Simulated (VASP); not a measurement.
Ca:

```
Ca
1.0
     0.00000    2.79420    2.79420
     2.79420    0.00000    2.79420
     2.79420    2.79420    0.00000
Ca
1
Direct
  0.00000 0.00000 0.00000
```

* Program: VASP 6.6.1
* Task: relaxation of cell and atoms
* Functional: PBE
* Potentials or basis: VASP PAW PBE potentials, release 64 (Ca_sv)
* Cutoff: 600 eV
* k mesh: 12 × 12 × 12
* Occupations: fermi-dirac, width 0.05 eV
* Spin: no spin polarisation

At the start: pressure -0.5 GPa; volume 43.63 Å³/atom.

Q: How do energy, volume and symmetry change on relaxing?

A: Over 3 steps the energy falls by 2.2 meV/atom and the volume is 42.21 Å³/atom (-3.3 %); space group Fm-3m (No. 225, to 0.05 Å).

Step by step:
```tsv
step	energy change (eV)	largest force (eV/Å)	pressure (GPa)	volume (Å³)
1	0.0000	0.0000	-0.53	43.63
2	-0.0020	0.0000	-0.18	42.72
3	-0.0022	0.0000	0.03	42.21
```

Final structure:
```xyz
1
Lattice="0.0000 2.7635 2.7635 2.7635 0.0000 2.7635 2.7635 2.7635 0.0000" Properties=species:S:1:pos:R:3 pbc="T T T"
Ca    0.0000    0.0000    0.0000
```
